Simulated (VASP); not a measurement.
Runs of VASP 6.6.1 on ZrPt3. The structure is that of space group Pm-3m (No. 221), or close to it. The cells are those of the table. 

| task | cell | cutoff (eV) | gap on the mesh (eV) | pressure (GPa) |
| --- | --- | --- | --- | --- |
| single point | a = 3.945 Å, 4 atoms | 520 | none | 6.4 |
| electric field gradients | a = 3.972 Å, 4 atoms | 520 | none | (a) |
| relaxation of cell and atoms | relaxed from a = 3.971 Å, 4 atoms | 600 | none | 0.0 |
| single point | a = 3.998 Å, 4 atoms | 520 | none | -4.3 |

Alike in all rows: level LDA; potentials or basis VASP PAW LDA potentials, release 64 (Zr_sv, Pt); no spin polarisation; k mesh 10 × 10 × 10; smearing fermi-dirac 0.15 eV.

Question: Estimate the missing entries.

Answer: (a) 0.7.

Caveats: spin-orbit coupling is left out, which moves the levels of the heavy elements; the cell stands under pressure (at least some runs); the cell stands under tension (at least some runs).

A k mesh can miss the band edges, and the runs leave out spin-orbit coupling on Pt, Zr.

A gap of «none» marks levels without a gap at the run's occupations.
